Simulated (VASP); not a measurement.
# CaScBr5 (Immm) in VASP: single point with PBEsol

Aim: the single point of CaScBr5 with PBEsol.

Program: VASP 6.6.1. These are calculated values, not measurements. Logs are shortened: lines on timing, memory, paths and dates and some standing lists are left out, and cuts for length are marked.

## Step 1: The cell of the first run

It takes space group Immm (No. 71, orthorhombic). The conventional cell has a = 5.113 Å, b = 8.969 Å, c = 10.900 Å, α = 90.00°, β = 90.00°, γ = 90.00°. Ca (site symmetry mmm) has 6 Br at 2.56 to 2.98 Å within 3.4 Å. Sc (site symmetry mmm) has 6 Br at 2.47 to 3.02 Å within 3.3 Å. Within 3.9 Å of Br (site symmetry m2m) lie 1 Ca at 2.88 Å and 2 Sc at 3.02 Å and 7 Br at 3.21 to 3.90 Å. Within 3.3 Å of Br (site symmetry mm2) lie 1 Sc at 2.47 Å and 1 Ca at 2.98 Å. Br (site symmetry mmm) has 2 Ca at 2.56 Å within 3.4 Å.

## Step 2: Single point, PBEsol

Contents of INCAR:

```
ALGO = Normal
EDIFF = 1E-6
ENCUT = 520
GGA = PS
ISIF = 2
ISMEAR = -1
LASPH = T
LCHARG = F
LREAL = F
LWAVE = F
NBANDS = 37
NELM = 80
PREC = Accurate
SIGMA = 0.03
```

Contents of KPOINTS:

```
k-points
0
Gamma
  6 6 6
```

Contents of POSCAR:

```
CaScBr5
1.0
   -2.5566826276      4.4844954013      5.4498787806
    2.5566826276     -4.4844954013      5.4498787806
    2.5566826276      4.4844954013     -5.4498787806
Ca Sc Br
1 1 5
Direct
    0.5000000000      0.5000000000      0.0000000000
    0.0000000000      0.0000000000      0.0000000000
    0.8209790319      0.5000000000      0.3209790319
    0.1790209681      0.5000000000      0.6790209681
    0.2263017306      0.2263017306      0.0000000000
    0.7736982694      0.7736982694      0.0000000000
    0.5000000000      0.0000000000      0.5000000000
```

Potentials or basis: VASP PAW PBE potentials, release 64 (Ca_sv, Sc_sv, Br).

On the command line:

```sh
> cat potpaw_PBE.64/Ca_sv/POTCAR potpaw_PBE.64/Sc_sv/POTCAR potpaw_PBE.64/Br/POTCAR > POTCAR
> mpirun -np 1 vasp_std > vasp.out
```

OUTCAR:

```text
EDIFF = 1E-6
   ENCUT = 520
   GGA = PS
   ISIF = 2
   ISMEAR = -1
   LASPH = T
   LREAL = F
   NELM = 80
   PREC = Accurate

 ion  position               nearest neighbor table
   1  0.500  0.500  0.000-   7 2.56   7 2.56   3 2.88   4 2.88   5 2.98   6 2.98
   2  0.000  0.000  0.000-   5 2.47   6 2.47   3 3.02   4 3.02   4 3.02   3 3.02
   3  0.821  0.500  0.321-   1 2.88   2 3.02   2 3.02
   4  0.179  0.500  0.679-   1 2.88   2 3.02   2 3.02
   5  0.226  0.226  0.000-   2 2.47   1 2.98
   6  0.774  0.774  0.000-   2 2.47   1 2.98
   7  0.500  0.000  0.500-   1 2.56   1 2.56

  LATTYP: Found a body centered orthorhombic cell.
 ALAT       =     5.1133652552
 B/A-ratio  =     1.7540289721
 C/A-ratio  =     2.1316211570

  Lattice vectors:

 A1 = (  -2.5566826276,   4.4844954013,   5.4498787806)
 A2 = (   2.5566826276,  -4.4844954013,   5.4498787806)
 A3 = (   2.5566826276,   4.4844954013,  -5.4498787806)

Analysis of symmetry for initial positions (statically):
=====================================================================
 Subroutine PRICEL returns:
 Original cell was already a primitive cell.

 Routine SETGRP: Setting up the symmetry group for a
 body centered orthorhombic supercell.

 Subroutine GETGRP returns: Found  8 space group operations
 (whereof  8 operations were pure point group operations)
 out of a pool of  8 trial point group operations.

The static configuration has the point symmetry D_2h.

Analysis of symmetry for dynamics (positions and initial velocities):
=====================================================================
 Subroutine PRICEL returns:
 Original cell was already a primitive cell.

 Routine SETGRP: Setting up the symmetry group for a
 body centered orthorhombic supercell.

 Subroutine GETGRP returns: Found  8 space group operations
 (whereof  8 operations were pure point group operations)
 out of a pool of  8 trial point group operations.

The dynamic configuration has the point symmetry D_2h.

 Subroutine INISYM returns: Found  8 space group operations
 (whereof  8 operations are pure point group operations),
 and found     1 'primitive' translations

----------------------------------------------------------------------------------------

                                     Primitive cell

  volume of cell :     249.9408

  direct lattice vectors                    reciprocal lattice vectors
    -2.556682628  4.484495401  5.449878781     0.000000000  0.111495264  0.091745160
     2.556682628 -4.484495401  5.449878781     0.195565924  0.000000000  0.091745160
     2.556682628  4.484495401 -5.449878781     0.195565924  0.111495264  0.000000000

  length of vectors
     7.506564047  7.506564047  7.506564047     0.144389641  0.216016677  0.225116025

  position of ions in fractional coordinates (direct lattice)
     0.500000000  0.500000000  0.000000000
     0.000000000  0.000000000  0.000000000
     0.820979032  0.500000000  0.320979032
     0.179020968  0.500000000  0.679020968
     0.226301731  0.226301731  0.000000000
     0.773698269  0.773698269  0.000000000
     0.500000000  0.000000000  0.500000000

  ion indices of the primitive-cell ions
   primitive index   ion index
                 1           1
                 2           2
                 3           3
                 4           4
                 5           5
                 6           6
                 7           7

----------------------------------------------------------------------------------------

 KPOINTS: k-points

Automatic generation of k-mesh.
 Grid dimensions read from file:
 generate k-points for:    6    6    6

 Generating k-lattice:

  Cartesian coordinates                     Fractional coordinates (reciprocal lattice)
     0.000000000  0.018582544  0.015290860     0.166666667  0.000000000 -0.000000000
     0.032594321  0.000000000  0.015290860     0.000000000  0.166666667 -0.000000000
     0.032594321  0.018582544  0.000000000     0.000000000  0.000000000  0.166666667

  Length of vectors
     0.024064940  0.036002780  0.037519337

  Shift w.r.t. Gamma in fractional coordinates (k-lattice)
     0.000000000  0.000000000  0.000000000

 Subroutine IBZKPT returns following result:
 ===========================================

 Found     46 irreducible k-points:

 Following reciprocal coordinates:
            Coordinates               Weight
  0.000000  0.000000  0.000000      1.000000
  0.166667  0.000000 -0.000000      4.000000
  0.333333  0.000000  0.000000      4.000000
  0.500000  0.000000 -0.000000      2.000000
  0.000000  0.166667 -0.000000      4.000000
  0.166667  0.166667 -0.000000      8.000000
[... 16 lines left out ...]
 -0.166667  0.166667  0.166667      2.000000
  0.166667  0.333333  0.166667      4.000000
 [... further k-points ...]
   k-points           NKPTS =     46   k-points in BZ     NKDIM =     46   number of bands    NBANDS=     37
   number of dos      NEDOS =    301   number of ions     NIONS =      7
   total plane-waves  NPLWV = 175616
   dimension x,y,z NGX =    56 NGY =   56 NGZ =   56
   dimension x,y,z NGXF=   112 NGYF=  112 NGZF=  112
   ions per type =               1   1   5
   NGX,Y,Z   is equivalent  to a cutoff of  12.40, 12.40, 12.40 a.u.
   NGXF,Y,Z  is equivalent  to a cutoff of  24.80, 24.80, 24.80 a.u.
 SYSTEM =  unknown system
   PREC   = accura    normal or accurate (medium, high low for compatibility)
   ISTART =      0    job   : 0-new  1-cont  2-samecut
   ICHARG =      2    charge: 1-file 2-atom 10-const
   ISPIN  =      1    spin polarized calculation?
   LNONCOLLINEAR =      F non collinear calculations
   LSORBIT =      F    spin-orbit coupling
   LASPH  =      T    aspherical Exc in radial PAW
   ENCUT  =  520.0 eV  38.22 Ry    6.18 a.u.  13.96 13.96 13.96*2*pi/ulx,y,z
   NELM   =     80;   NELMIN=  2; NELMDL= -5     # of ELM steps
   EDIFF  = 0.1E-05   stopping-criterion for ELM
   LREAL  =      F    real-space projection
   EDIFFG = 0.1E-04   stopping-criterion for IOM
   NSW    =      0    number of steps for IOM
   IBRION =     -1    ionic relax: 0-MD 1-quasi-New 2-CG
   NFREE  =      0    steps in history (QN), initial steepest desc. (CG)
   ISIF   =      2    stress and relaxation
   ISYM   =      2    0-nonsym 1-usesym 2-fastsym
   POTIM  = 0.5000    time-step for ionic-motion
   TEBEG  =    0.0;   TEEND  =   0.0 temperature during run
   PSTRESS=    0.0 pullay stress
   NELECT =      56.0000    total number of electrons
   NUPDOWN=      -1.0000    fix difference up-down
   EMIN   =  10.00;   EMAX   =-10.00  energy-range for DOS
   EFERMI =   0.00;   METHOD = LEGACY
   ISMEAR =    -1;   SIGMA  =   0.03  broadening in eV -4-tet -1-fermi 0-gaus
   EFERMI_NEDOS =   21; number of points for ismear=-14 and -15
   IALGO  =     38    algorithm
   IMIX   =      4    mixing-type and parameters
     AMIX     =   0.40;   BMIX     =  1.00
     AMIX_MAG =   1.60;   BMIX_MAG =  1.00
  volume/ion in A,a.u.               =      35.71       240.95
  Fermi-wavevector in a.u.,A,eV,Ry     =   0.994318  1.878988 13.451636  0.988667
  Thomas-Fermi vector in A             =   2.126260
   LORBIT       =      0    0 simple, 1 ext, 2 COOP (PROOUT), +10 PAW based schemes
   GGA     = PS    functional components
   LHFCALC =     F    Hartree Fock is set to
   AEXX    =    0.0000 exact exchange contribution
   IVDW    =     0    specifies the selected vdW correction
   LEPSILON=     F    determine dielectric tensor
   LRPA    =     F    only Hartree local field effects (RPA)
 non-spin polarized calculation
  energy-cutoff  :      520.00
  volume of cell :      249.94
 maximum number of plane-waves:      6769
   NGX = 27   NGY = 27   NGZ = 27

 number of electron      56.0000001 magnetization

 Free energy of the ion-electron system (eV)
  ---------------------------------------------------
  ext. energy  EPLUGINS =         0.00000000
  ---------------------------------------------------
  free energy    TOTEN  =       -28.99635948 eV

  energy without entropy =      -28.99635948  energy(sigma->0) =      -28.99635948

 E-fermi :  -0.1288     XC(G=0):  -7.6232

 val. band max:       -0.8835229956   @ k =   0.0000   0.0000   0.0000
 cond. band min:       1.2044437350   @ k =   0.0000   0.5000   0.0000
 fundamental gap:      2.0879667306
 Fermi energy:        -0.1287566756

 k-point     1 :       0.0000    0.0000    0.0000
  band No.  band energies     occupation
      1     -50.5339      2.00000
      2     -39.5949      2.00000
      3     -29.3102      2.00000
      4     -29.1680      2.00000
      5     -29.1175      2.00000
      6     -20.8382      2.00000
[... 29 lines left out ...]
     36       4.3632      0.00000
     37       4.8398      0.00000

 k-point     2 :       0.1667    0.0000   -0.0000
  band No.  band energies     occupation
      1     -50.5339      2.00000
      2     -39.5949      2.00000
      3     -29.3103      2.00000
      4     -29.1680      2.00000
      5     -29.1175      2.00000
      6     -20.8382      2.00000
[... 29 lines left out ...]
     36       4.2945      0.00000
     37       4.6865      0.00000

 k-point     3 :       0.3333    0.0000    0.0000
  band No.  band energies     occupation
      1     -50.5339      2.00000
      2     -39.5949      2.00000
      3     -29.3103      2.00000
      4     -29.1680      2.00000
      5     -29.1175      2.00000
      6     -20.8382      2.00000
[... 29 lines left out ...]
     36       4.2885      0.00000
     37       4.6501      0.00000

 k-point     4 :       0.5000    0.0000   -0.0000
  band No.  band energies     occupation
      1     -50.5339      2.00000
      2     -39.5949      2.00000
      3     -29.3103      2.00000
      4     -29.1680      2.00000
      5     -29.1175      2.00000
      6     -20.8382      2.00000
[... 29 lines left out ...]
     36       4.2242      0.00000
     37       5.0766      0.00000
[... 683 lines left out ...]
      1     -50.5339      2.00000
      2     -39.5946      2.00000
      3     -29.3099      2.00000
      4     -29.1699      2.00000
      5     -29.1174      2.00000
      6     -20.9063      2.00000
[... 29 lines left out ...]
     36       5.2057      0.00000
     37       5.3668      0.00000

 k-point    23 :      -0.1667    0.1667    0.1667
  band No.  band energies     occupation
      1     -50.5339      2.00000
      2     -39.5946      2.00000
      3     -29.3099      2.00000
      4     -29.1699      2.00000
      5     -29.1174      2.00000
      6     -20.9063      2.00000
[... 29 lines left out ...]
     36       5.0664      0.00000
     37       5.1612      0.00000

 k-point    24 :       0.1667    0.3333    0.1667
  band No.  band energies     occupation
      1     -50.5339      2.00000
      2     -39.5945      2.00000
      3     -29.3098      2.00000
      4     -29.1706      2.00000
      5     -29.1174      2.00000
      6     -20.9283      2.00000
[... 29 lines left out ...]
     36       5.4813      0.00000
     37       5.6482      0.00000

 [... further k-points ...]
[... 5 lines left out ...]
  --------------------------------------------------------------------------------------
  -------------------------------------------------------------------------------------
  Total        0.1393146      0.0880147      0.1413207      0.0000000      0.0000000      0.0000000
  in kB        0.8930382      0.5641942      0.9058978      0.0000000      0.0000000      0.0000000
  external PRESSURE =       0.7877101 kB  Pullay stress =       0.0000000 kB

 VOLUME and BASIS-vectors are now :
 -----------------------------------------------------------------------------
  energy-cutoff  :      520.00
  volume of cell :      249.94
      direct lattice vectors                 reciprocal lattice vectors
    -2.556682628  4.484495401  5.449878781     0.000000000  0.111495264  0.091745160
     2.556682628 -4.484495401  5.449878781     0.195565924  0.000000000  0.091745160
     2.556682628  4.484495401 -5.449878781     0.195565924  0.111495264  0.000000000

 POSITION                                       TOTAL-FORCE (eV/Angst)
 -----------------------------------------------------------------------------------
      0.00000      0.00000      5.44988         0.000000      0.000000      0.000000
      0.00000      0.00000      0.00000         0.000000      0.000000      0.000000
     -0.00000      2.87886      5.44988         0.000000      0.008246      0.000000
      2.55668      1.60564      0.00000         0.000000     -0.008246      0.000000
      0.00000      0.00000      2.46663        -0.000000      0.000000      0.030224
      0.00000      0.00000      8.43312         0.000000     -0.000000     -0.030224
      0.00000      4.48450      0.00000         0.000000      0.000000      0.000000
 -----------------------------------------------------------------------------------
    total drift:                                0.000000      0.000000      0.000000

  FREE ENERGIE OF THE ION-ELECTRON SYSTEM (eV)
  ---------------------------------------------------
  free  energy   TOTEN  =       -28.9963594815 eV

  energy  without entropy=      -28.9963594815  energy(sigma->0) =      -28.99635948
```

Run time: 8.2 min. Hardware: 1 thread of Intel Xeon Platinum 8488C (Sapphire Rapids), shared host; peak memory 0.7 GiB.

What came out:

| Quantity | Value |
| --- | --- |
| Free energy | -28.9964 eV |
| Pressure | 0.1 GPa |
| Largest force | 0.030 eV/Å |
| Band gap on the k mesh | 2.09 eV (least direct gap 2.12 eV) |

Forces in eV/Å, atoms in the order of the input:
```
Ca   0.000  0.000  0.000
Sc   0.000  0.000  0.000
Br   0.000  0.008  0.000
Br   0.000 -0.008  0.000
Br   0.000  0.000  0.030
Br   0.000  0.000 -0.030
Br   0.000  0.000  0.000
```

Caveat: the PAW data sets were made with another functional, which shifts forces and pressure a little.
